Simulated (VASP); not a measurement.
Input of a VASP 6.6.1 run:

Contents of INCAR:

```
PREC = Accurate ; ENCUT = 520
EDIFF = 1E-6 ; ISMEAR = 0
SIGMA = 0.1 ; LREAL = F
LASPH = T ; NELM = 100
ALGO = Normal ; ISIF = 2
LWAVE = F ; LCHARG = F
GGA = PS ; NBANDS = 12
```

File KPOINTS:

```
regular mesh
0
Gamma
  18 18 18
```

File POSCAR:

```
Ag
1.0
    0.0000000000      1.9001502927      1.9001502927
    1.9001502927      0.0000000000      1.9001502927
    1.9001502927      1.9001502927      0.0000000000
Ag
1
Direct
    0.0000000000      0.0000000000      0.0000000000
```

Potentials or basis: VASP PAW PBE potentials, release 64 (Ag).

Run with:

```console
$ cat potpaw_PBE.64/Ag/POTCAR > POTCAR
$ mpirun -np 1 vasp_std > vasp.out
```

Task: Estimate the pressure.

Result: 39.4 GPa.

Caveat: the PAW data sets were made with another functional, which shifts forces and pressure a little.
